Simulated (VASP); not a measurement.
Crystal: CaF2.

```
Ca F
1.0
     0.00000    2.73100    2.73100
     2.73100    0.00000    2.73100
     2.73100    2.73100    0.00000
Ca F
1 2
Direct
  0.00000 0.00000 0.00000
  0.75000 0.75000 0.75000
  0.25000 0.25000 0.25000
```

Base run:

* Program: VASP 6.6.1
* Functional: BLYP
* Potentials or basis: VASP PAW PBE potentials, release 64 (Ca_sv, F)
* Cutoff: 600 eV
* k mesh: 8 × 8 × 8
* Occupations: fermi-dirac, width 0.05 eV
* Spin: no spin polarisation

Its results: band gap on the k mesh 7.40 eV (least direct gap 7.65 eV); pressure 4.3 GPa.

Task: The run is repeated on the same cell with these changes: functional from BLYP to PBE; dispersion from none to D4. What comes out?

Result: Band gap on the k mesh 7.28 eV (least direct gap 7.54 eV); pressure 1.2 GPa.

Several settings changed at once.

Caveats: the cell stands under pressure (at least some runs); the PAW data sets were made with another functional, which shifts forces and pressure a little (at least some runs).

A k mesh can miss the band edges.
